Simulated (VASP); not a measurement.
Here is a VASP 6.6.1 calculation.

File INCAR:

```
SYSTEM = CS2
ALGO = Normal ; EDIFF = 1E-7
ENCUT = 520 ; GGA = PE
ISIF = 2 ; ISMEAR = -1
IVDW = 12 ; LASPH = .True.
LCHARG = .False. ; LREAL = Auto
LWAVE = .False. ; NBANDS = 82
NELM = 60 ; PREC = Accurate
SIGMA = 0.05
```

The input KPOINTS:

```
k-points
0
Gamma
  1 1 1
  0 0 0
```

File POSCAR:

```
CS2
1.0
    9.2831780000      0.0000000000      0.0000000000
    0.0000000000      9.2831780000      0.0000000000
    0.0000000000      0.0000000000      9.2831780000
S C
16 8
Direct
    0.1596543770      0.7845050477      0.1603545682
   -0.0569093903      0.7990151648     -0.0832581256
    0.7738082799      0.6013996500      0.4013496240
    0.5312081703      0.4208257129      0.2447006833
    0.1661284530      0.7763505127      0.5103101546
    0.4959616200      0.7867456597      0.5899272857
    1.1849713536      0.0164814248      0.8237265299
    1.0138877010      0.2588553187      0.9810325731
   -0.1541821131     -0.0657210279      0.2271528134
    0.0639867080      0.1230613051      0.3914607691
    0.5856507330      0.4728229923      0.8976236371
    0.3473164039      0.4227539319      0.6669375509
    0.4210950172      1.0573749636      0.2508408220
    0.5600560498      0.8328721048      0.0538824097
    0.6024122343      0.0682955772      0.8362653393
    0.7667094178      0.1949116994      0.5825698915
    0.0591715466      0.7448849952      0.0365499832
    0.6502406827      0.5044285481      0.3370720673
    0.3314489930      0.7816181054      0.5442424997
    1.1114297281      0.1461999328      0.9094622553
   -0.0510277838      0.0300112742      0.3173697628
    0.4603703602      0.4524635852      0.7849036181
    0.4758607451      0.9368451192      0.1518337793
    0.6774835083      0.1226627347      0.6960116460
```

Potentials or basis: VASP PAW PBE potentials, release 64 (S, C).

Command:

```sh
$ cat potpaw_PBE.64/S/POTCAR potpaw_PBE.64/C/POTCAR > POTCAR
$ mpirun -np 1 vasp_gam > vasp.out
```

Problem. Estimate the pressure.

Solution. 0.2 GPa.

Problem. Estimate the largest force.

Solution. 4.200 eV/Å.

Stress tensor (GPa, compression positive):
```
-0.48  0.23 -1.07
 0.23  0.40 -0.05
-1.07 -0.05  0.80
```

Caveat: the k points lie up to 0.68 Å⁻¹ apart.
